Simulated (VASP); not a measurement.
Runs of VASP 6.6.1 on CuOs2. The structure is that of space group Fm-3m (No. 225), or close to it. The cells are those of the table. 

| task | cell | k mesh | cutoff (eV) | k mesh for the DOS | occupations for the DOS | gap on the mesh (eV) | pressure (GPa) | relaxed volume (Å³/atom) |
| --- | --- | --- | --- | --- | --- | --- | --- | --- |
| relaxation of cell and atoms | relaxed from a = 4.007 Å, angles 60.0°, 3 atoms | 14 × 14 × 14 | 600 | - | - | none | 0.1 | (a) |
| single point | a = 4.007 Å, angles 60.0°, 3 atoms | 6 × 6 × 6 | 520 | - | - | none | 0.2 | - |
| relaxation of cell and atoms | relaxed from a = 3.764 Å, angles 60.0°, 3 atoms | 6 × 6 × 6 | 600 | - | - | none | -0.4 | 15.20 |
| single point | a = 4.008 Å, angles 60.0°, 3 atoms | 14 × 14 × 14 | 520 | - | - | none | -0.2 | - |

Alike in all rows: level PBE; potentials or basis VASP PAW PBE potentials, release 64 (Cu, Os); no spin polarisation; smearing gaussian 0.1 eV.

Question: Fill in the values left out.

Answer: (a) 15.18.

Caveats: spin-orbit coupling is left out, which moves the levels of the heavy elements; the volume moved by over 15 % at a fixed basis, so the end points are rough (some runs).

A k mesh can miss the band edges, and the runs leave out spin-orbit coupling on Os.

A gap of «none» marks levels without a gap at the run's occupations.
